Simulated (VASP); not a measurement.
# AlN (rvv) (P6_3mc) in VASP: further runs

AlN (rvv) is run at these levels: r2SCAN+rVV10; tasks: single point, relaxation of cell and atoms.

All numbers are computed with VASP 6.6.1; they aren't measurements. Logs are shortened: lines on timing, memory, paths and dates and some standing lists are left out, and cuts for length are marked.

**Experimental background.**

From “Structural and optical properties of self-assembled AlN nanowires grown on SiO2/Si substrates by molecular beam epitaxy”, 2024, arxiv:2402.00216, for a bulk crystal of AlN at 0 K: band gap 6.0343 eV (an exciton energy, a little under the gap).

The results are compared with them further down.

**1. The cell of the first run**

Symmetry: P6_3mc, No. 186, hexagonal system. Conventional cell: a = 3.103 Å, b = 3.103 Å, c = 4.972 Å, α = 90.00°, β = 90.00°, γ = 120.00°. Within 2.5 Å of Al (site symmetry 3m) lie 4 N at 1.89 to 1.90 Å. N (site symmetry 3m) has 4 Al at 1.89 to 1.90 Å within 2.5 Å.

**2. Single point, r2SCAN+rVV10**

Input file POSCAR:

```
AlN
1.0
    3.1033295843      0.0000000000      0.0000000000
   -1.5516647921      2.6875622563      0.0000000000
    0.0000000000      0.0000000000      4.9720804415
Al N
2 2
Direct
    0.3333333333      0.6666666667     -0.0008373307
    0.6666666667      0.3333333333      0.4991626693
    0.3333333333      0.6666666667      0.3808373307
    0.6666666667      0.3333333333      0.8808373307
```

Input file INCAR.step1:

```
PREC = Accurate
ENCUT = 520
ISMEAR = 0
SIGMA = 0.02
LREAL = False
LASPH = True
NELM = 100
NBANDS = 16
GGA = PE
ALGO = Normal
EDIFF = 1E-4
LWAVE = True
LCHARG = False
```

Input file INCAR.step2:

```
PREC = Accurate
ENCUT = 520
EDIFF = 1E-6
ISMEAR = 0
SIGMA = 0.02
LREAL = False
LASPH = True
NELM = 100
ALGO = Normal
ISIF = 2
LWAVE = False
LCHARG = True
METAGGA = R2SCAN
LMIXTAU = True
LUSE_VDW = True
IVDW_NL = 2
BPARAM = 11.95
CPARAM = 0.0093
LELF = True
LVHAR = True
NBANDS = 16
ISTART = 1
```

Input file KPOINTS:

```
regular mesh
0
Gamma
  9 9 6
```

Potentials or basis: VASP PAW PBE potentials, release 64 (Al, N).

Run with:

```bash
> cat potpaw_PBE.64/Al/POTCAR potpaw_PBE.64/N/POTCAR > POTCAR
> cp INCAR.step1 INCAR
> mpirun -np 1 vasp_std > vasp.out
> cp INCAR.step2 INCAR
> mpirun -np 1 vasp_std > vasp.out
```

OUTCAR:

```text
PREC = Accurate
   ENCUT = 520
   EDIFF = 1E-6
   ISMEAR = 0
   LREAL = False
   LASPH = True
   NELM = 100
   ISIF = 2
   METAGGA = R2SCAN
   IVDW_NL = 2
   BPARAM = 11.95
   ISTART = 1

 ion  position               nearest neighbor table
   1  0.333  0.667  0.999-   4 1.89   4 1.89   4 1.89   3 1.90   2 3.06   2 3.06   2 3.06   2 3.06
                             2 3.06   2 3.06
   2  0.667  0.333  0.499-   3 1.89   3 1.89   3 1.89   4 1.90   1 3.06   1 3.06   1 3.06   1 3.06
                             1 3.06   1 3.06
   3  0.333  0.667  0.381-   2 1.89   2 1.89   2 1.89   1 1.90
   4  0.667  0.333  0.881-   1 1.89   1 1.89   1 1.89   2 1.90

  LATTYP: Found a hexagonal cell.
 ALAT       =     3.1033295843
 C/A-ratio  =     1.6021760842

  Lattice vectors:

 A1 = (   3.1033295843,   0.0000000000,   0.0000000000)
 A2 = (  -1.5516647921,   2.6875622563,   0.0000000000)
 A3 = (   0.0000000000,   0.0000000000,   4.9720804415)

Analysis of symmetry for initial positions (statically):
=====================================================================
 Subroutine PRICEL returns:
 Original cell was already a primitive cell.

 Routine SETGRP: Setting up the symmetry group for a
 hexagonal supercell.

 Subroutine GETGRP returns: Found 12 space group operations
 (whereof  6 operations were pure point group operations)
 out of a pool of 24 trial point group operations.

The static configuration has the point symmetry C_3v.
 The point group associated with its full space group is C_6v.

Analysis of symmetry for dynamics (positions and initial velocities):
=====================================================================
 Subroutine PRICEL returns:
 Original cell was already a primitive cell.

 Routine SETGRP: Setting up the symmetry group for a
 hexagonal supercell.

 Subroutine GETGRP returns: Found 12 space group operations
 (whereof  6 operations were pure point group operations)
 out of a pool of 24 trial point group operations.

The dynamic configuration has the point symmetry C_3v.
 The point group associated with its full space group is C_6v.

 Subroutine INISYM returns: Found 12 space group operations
 (whereof  6 operations are pure point group operations),
 and found     1 'primitive' translations

----------------------------------------------------------------------------------------

                                     Primitive cell

  volume of cell :      41.4691

  direct lattice vectors                    reciprocal lattice vectors
     3.103329584  0.000000000  0.000000000     0.322234546  0.186042202  0.000000000
    -1.551664792  2.687562256  0.000000000     0.000000000  0.372084404  0.000000000
     0.000000000  0.000000000  4.972080442     0.000000000  0.000000000  0.201123053

  length of vectors
     3.103329584  3.103329584  4.972080442     0.372084404  0.372084404  0.201123053

  position of ions in fractional coordinates (direct lattice)
     0.333333333  0.666666667  0.999162669
     0.666666667  0.333333333  0.499162669
     0.333333333  0.666666667  0.380837331
     0.666666667  0.333333333  0.880837331

  ion indices of the primitive-cell ions
   primitive index   ion index
                 1           1
                 2           2
                 3           3
                 4           4

----------------------------------------------------------------------------------------

 KPOINTS: regular mesh

Automatic generation of k-mesh.
 Grid dimensions read from file:
 generate k-points for:    9    9    6

 Generating k-lattice:

  Cartesian coordinates                     Fractional coordinates (reciprocal lattice)
     0.035803838  0.020671356  0.000000000     0.111111111 -0.000000000  0.000000000
     0.000000000  0.041342712  0.000000000     0.000000000  0.111111111  0.000000000
     0.000000000  0.000000000  0.033520509     0.000000000  0.000000000  0.166666667

  Length of vectors
     0.041342712  0.041342712  0.033520509

  Shift w.r.t. Gamma in fractional coordinates (k-lattice)
     0.000000000  0.000000000  0.000000000

 Subroutine IBZKPT returns following result:
 ===========================================

 Found     48 irreducible k-points:

 Following reciprocal coordinates:
            Coordinates               Weight
  0.000000  0.000000  0.000000      1.000000
  0.111111  0.000000  0.000000      6.000000
  0.222222  0.000000  0.000000      6.000000
  0.333333  0.000000  0.000000      6.000000
  0.444444  0.000000  0.000000      6.000000
  0.111111  0.111111  0.000000      6.000000
[... 16 lines left out ...]
  0.333333  0.222222  0.166667     24.000000
  0.333333  0.333333  0.166667      4.000000
 [... further k-points ...]
   k-points           NKPTS =     48   k-points in BZ     NKDIM =     48   number of bands    NBANDS=     16
   number of dos      NEDOS =    301   number of ions     NIONS =      4
   total plane-waves  NPLWV =  23040
   dimension x,y,z NGX =    24 NGY =   24 NGZ =   40
   dimension x,y,z NGXF=    48 NGYF=   48 NGZF=   80
   ions per type =               2   2
   NGX,Y,Z   is equivalent  to a cutoff of  12.86, 12.86, 13.37 a.u.
   NGXF,Y,Z  is equivalent  to a cutoff of  25.71, 25.71, 26.75 a.u.
 SYSTEM =  unknown system
   PREC   = accura    normal or accurate (medium, high low for compatibility)
   ISTART =      1    job   : 0-new  1-cont  2-samecut
   ICHARG =      0    charge: 1-file 2-atom 10-const
   ISPIN  =      1    spin polarized calculation?
   LNONCOLLINEAR =      F non collinear calculations
   LSORBIT =      F    spin-orbit coupling
   LASPH  =      T    aspherical Exc in radial PAW
   ENCUT  =  520.0 eV  38.22 Ry    6.18 a.u.   5.77  5.77  9.24*2*pi/ulx,y,z
   NELM   =    100;   NELMIN=  2; NELMDL=  0     # of ELM steps
   EDIFF  = 0.1E-05   stopping-criterion for ELM
   LREAL  =      F    real-space projection
   EDIFFG = 0.1E-04   stopping-criterion for IOM
   NSW    =      0    number of steps for IOM
   IBRION =     -1    ionic relax: 0-MD 1-quasi-New 2-CG
   NFREE  =      0    steps in history (QN), initial steepest desc. (CG)
   ISIF   =      2    stress and relaxation
   ISYM   =      2    0-nonsym 1-usesym 2-fastsym
   POTIM  = 0.5000    time-step for ionic-motion
   TEBEG  =    0.0;   TEEND  =   0.0 temperature during run
   PSTRESS=    0.0 pullay stress
   NELECT =      16.0000    total number of electrons
   NUPDOWN=      -1.0000    fix difference up-down
   EMIN   =  10.00;   EMAX   =-10.00  energy-range for DOS
   EFERMI =   0.00;   METHOD = LEGACY
   ISMEAR =     0;   SIGMA  =   0.02  broadening in eV -4-tet -1-fermi 0-gaus
   EFERMI_NEDOS =   21; number of points for ismear=-14 and -15
   IALGO  =     38    algorithm
   IMIX   =      4    mixing-type and parameters
     AMIX     =   0.40;   BMIX     =  1.00
     AMIX_MAG =   1.60;   BMIX_MAG =  1.00
  volume/ion in A,a.u.               =      10.37        69.96
  Fermi-wavevector in a.u.,A,eV,Ry     =   1.191809  2.252192 19.325831  1.420409
  Thomas-Fermi vector in A             =   2.327862
   LORBIT       =      0    0 simple, 1 ext, 2 COOP (PROOUT), +10 PAW based schemes
   METAGGA = R2SCAN    functional components
   LHFCALC =     F    Hartree Fock is set to
   AEXX    =    0.0000 exact exchange contribution
   IVDW_NL    =     2    kernel type
   BPARAM     =11.9500
   IVDW    =     0    specifies the selected vdW correction
   LEPSILON=     F    determine dielectric tensor
   LRPA    =     F    only Hartree local field effects (RPA)
 non-spin polarized calculation
 Gauss-broadening in eV      SIGMA  =   0.02
  energy-cutoff  :      520.00
  volume of cell :       41.47
 maximum number of plane-waves:      1130
 NGX is ok and might be reduce to    24
   NGX = 11   NGY = 11   NGZ = 19

 number of electron      15.9999996 magnetization

 Free energy of the ion-electron system (eV)
  ---------------------------------------------------
  ext. energy  EPLUGINS =         0.00000000
  ---------------------------------------------------
  free energy    TOTEN  =       -38.08337713 eV

  energy without entropy =      -38.08337713  energy(sigma->0) =      -38.08337713

 E-fermi :   6.0289     XC(G=0): -11.4705

 val. band max:        5.9455428252   @ k =   0.0000   0.0000   0.0000
 cond. band min:      10.8537058499   @ k =   0.0000   0.0000   0.0000
 fundamental gap:      4.9081630247
 Fermi energy:         6.0289278006

 k-point     1 :       0.0000    0.0000    0.0000
  band No.  band energies     occupation
      1     -10.0654      2.00000
      2      -7.9255      2.00000
      3      -0.1592      2.00000
      4       5.0557      2.00000
      5       5.0557      2.00000
      6       5.7185      2.00000
[... 8 lines left out ...]
     15      20.0791      0.00000
     16      20.0791      0.00000

 k-point     2 :       0.1111    0.0000    0.0000
  band No.  band energies     occupation
      1      -9.9067      2.00000
      2      -7.8375      2.00000
      3       0.0326      2.00000
      4       4.3508      2.00000
      5       4.8531      2.00000
      6       5.0474      2.00000
[... 8 lines left out ...]
     15      19.9179      0.00000
     16      20.0422      0.00000

 k-point     3 :       0.2222    0.0000    0.0000
  band No.  band energies     occupation
      1      -9.4577      2.00000
      2      -7.6180      2.00000
      3       0.5889      2.00000
      4       2.8302      2.00000
      5       3.7706      2.00000
      6       4.4366      2.00000
[... 8 lines left out ...]
     15      19.1616      0.00000
     16      19.8216      0.00000

 k-point     4 :       0.3333    0.0000    0.0000
  band No.  band energies     occupation
      1      -8.8158      2.00000
      2      -7.4074      2.00000
      3       1.3736      2.00000
      4       1.4366      2.00000
      5       2.5618      2.00000
      6       4.0484      2.00000
[... 8 lines left out ...]
     15      19.1003      0.00000
     16      21.4565      0.00000

 k-point     5 :       0.4444    0.0000    0.0000
  band No.  band energies     occupation
      1      -8.2166      2.00000
      2      -7.3837      2.00000
      3       0.5118      2.00000
      4       1.8062      2.00000
      5       2.3427      2.00000
      6       3.8249      2.00000
[... 8 lines left out ...]
     15      19.6734      0.00000
     16      22.3312      0.00000

 k-point     6 :       0.1111    0.1111    0.0000
  band No.  band energies     occupation
      1      -9.6023      2.00000
      2      -7.6830      2.00000
      3       0.4071      2.00000
      4       3.5147      2.00000
      5       3.7268      2.00000
      6       4.7975      2.00000
[... 8 lines left out ...]
     15      19.4083      0.00000
     16      20.0359      0.00000
[... 267 lines left out ...]
 k-point    21 :       0.4444    0.1111    0.1667
  band No.  band energies     occupation
      1      -7.9805      2.00000
      2      -7.4367      2.00000
      3       0.3860      2.00000
      4       1.4344      2.00000
      5       2.8536      2.00000
      6       3.5944      2.00000
[... 8 lines left out ...]
     15      19.6712      0.00000
     16      22.1628      0.00000

 k-point    22 :       0.2222    0.2222    0.1667
  band No.  band energies     occupation
      1      -8.4101      2.00000
      2      -7.4205      2.00000
      3       1.2835      2.00000
      4       1.4978      2.00000
      5       2.8122      2.00000
      6       3.2516      2.00000
[... 8 lines left out ...]
     15      19.2352      0.00000
     16      22.0746      0.00000

 k-point    23 :       0.3333    0.2222    0.1667
  band No.  band energies     occupation
      1      -7.8985      2.00000
      2      -7.4112      2.00000
      3       0.8553      2.00000
      4       1.5658      2.00000
      5       2.3907      2.00000
      6       3.4143      2.00000
[... 8 lines left out ...]
     15      19.7342      0.00000
     16      21.9345      0.00000

 k-point    24 :       0.3333    0.3333    0.1667
  band No.  band energies     occupation
      1      -7.5623      2.00000
      2      -7.5623      2.00000
      3       1.1363      2.00000
      4       1.7314      2.00000
      5       1.7314      2.00000
      6       3.1717      2.00000
[... 8 lines left out ...]
     15      19.9835      0.00000
     16      22.2233      0.00000

 [... further k-points ...]
[... 5 lines left out ...]
  --------------------------------------------------------------------------------------
  -------------------------------------------------------------------------------------
  Total       -0.0900472     -0.0900472     -0.0833736     -0.0000000      0.0000000      0.0000000
  in kB       -3.4790141     -3.4790141     -3.2211761     -0.0000000      0.0000000      0.0000000
  external PRESSURE =      -3.3930681 kB  Pullay stress =       0.0000000 kB

 VOLUME and BASIS-vectors are now :
 -----------------------------------------------------------------------------
  energy-cutoff  :      520.00
  volume of cell :       41.47
      direct lattice vectors                 reciprocal lattice vectors
     3.103329584  0.000000000  0.000000000     0.322234546  0.186042202  0.000000000
    -1.551664792  2.687562256  0.000000000     0.000000000  0.372084404  0.000000000
     0.000000000  0.000000000  4.972080442     0.000000000  0.000000000  0.201123053

 POSITION                                       TOTAL-FORCE (eV/Angst)
 -----------------------------------------------------------------------------------
     -0.00000      1.79171      4.96792         0.000000     -0.000000     -0.001959
      1.55166      0.89585      2.48188        -0.000000      0.000000     -0.001959
     -0.00000      1.79171      1.89355         0.000000     -0.000000      0.001959
      1.55166      0.89585      4.37959         0.000000     -0.000000      0.001959
 -----------------------------------------------------------------------------------
    total drift:                               -0.000000     -0.000000     -0.024836

  FREE ENERGIE OF THE ION-ELECTRON SYSTEM (eV)
  ---------------------------------------------------
  free  energy   TOTEN  =       -38.0833771287 eV

  energy  without entropy=      -38.0833771287  energy(sigma->0) =      -38.08337713
```

Wall time 91 s (1 thread of Intel Xeon Platinum 8375C at 2.90GHz (Ice Lake), shared host); peak memory 0.27 GiB.

Results:

* Free energy: -38.0834 eV
* Pressure: -0.3 GPa
* Band gap on the k mesh: 4.91 eV, direct

Caveat: the PAW data sets were made with another functional, which shifts forces and pressure a little.

(Part 1 of 2 ends here.)
